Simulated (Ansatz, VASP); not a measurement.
**Mn3Si in VASP and in Ansatz**

INCAR

```
SYSTEM = Mn3Si
ALGO     = Normal         ! electronic algorithm
EDIFF    = 1E-6           ! SCF threshold, eV
ENCUT    = 520            ! plane-wave cutoff, eV
GGA      = PS             ! functional
ISIF     = 2              ! what is computed and relaxed
ISMEAR   = -1             ! smearing method
ISPIN    = 2              ! spin polarisation
LASPH    = .TRUE.         ! aspherical terms in the spheres
LCHARG   = .FALSE.        ! write CHGCAR
LMAXMIX  = 4              ! l up to which the mixer works
LORBIT   = 11             ! projections on sites
LREAL    = .FALSE.        ! projectors in reciprocal space
LWAVE    = .FALSE.        ! write WAVECAR
MAGMOM   = 4 4 4 0        ! initial moments
NBANDS   = 34             ! bands
NELM     = 150            ! most SCF steps
PREC     = Accurate       ! precision mode
SIGMA    = 0.05           ! smearing width, eV
```

Contents of KPOINTS:

```
k-points
0
G
  10 10 5
  0 0 0
```

Contents of POSCAR:

```
Mn3Si
1.0
    2.7912010000      0.0000000000      0.0000000000
    0.0000000000      2.7912010000      0.0000000000
    0.0000000000      0.0000000000      5.6843340000
Mn Si
3 1
Direct
    0.5000000000      0.5000000000      0.0000000000
    0.0000000000      0.0000000000      0.2534490000
    0.0000000000      0.0000000000      0.7465510000
    0.5000000000      0.5000000000      0.5000000000
```

File input.yaml:

```yaml
crystal:
  lattice:
    - [2.791201, 0.0, 0.0]
    - [0.0, 2.791201, 0.0]
    - [0.0, 0.0, 5.684334]
  atoms:
    - { symbol: Mn, position: [0.5, 0.5, 0.0], spin: 4.0 }
    - { symbol: Mn, position: [0.0, 0.0, 0.253449], spin: 4.0 }
    - { symbol: Mn, position: [0.0, 0.0, 0.746551], spin: 4.0 }
    - { symbol: Si, position: [0.5, 0.5, 0.5] }
kpoints:
  mp_grid: { grid: [10, 10, 5] }
scf:
  occupations: { method: fermi_dirac, width: 0.05 }
hamiltonian:
  xc: pbesol
  pseudopotentials: { kind: all_electron, lapw: { basis_error: 0.001 } }
magnetization:
  spin_polarized: true
output:
  forces: true
  stress: true
  eigenvalues: true
  populations: true
```

Alike in both runs: task single point; functional PBEsol; k mesh 10 × 10 × 5; occupations fermi-dirac, width 0.05 eV; collinear spin.

|  | VASP | Ansatz |
| --- | --- | --- |
| version | VASP 6.6.1 | Ansatz 0.2.0 |
| potentials or method | VASP PAW PBE potentials, release 64 (Mn_pv, Si), cutoff 520 eV | all-electron LAPW, scalar-relativistic |

```csv
,VASP,Ansatz,Ansatz less VASP
gap on the k mesh at the Fermi level (eV),none,none,-
pressure (GPa),-10.3,-10.6,-0.25
"traceless stress, the component that is largest in VASP (GPa)",0.43,0.46,+0.024
rms of the force components (eV/Å),0.041,0.042,+0.0009
net moment per atom (μB),0.28,0.28,-0.001
size of the moment on the site where the two differ most (μB),1.76,1.73,-0.029
```

VASP's potentials were made for PBE, not for PBEsol. Site moments also hang on the region over which each program counts them. Atom by atom the forces differ by 0.001 eV/Å (rms over components). A gap of «none» marks a metal or a gap that the smearing closes. Ansatz ran all-electron here, and VASP with PAW potentials.
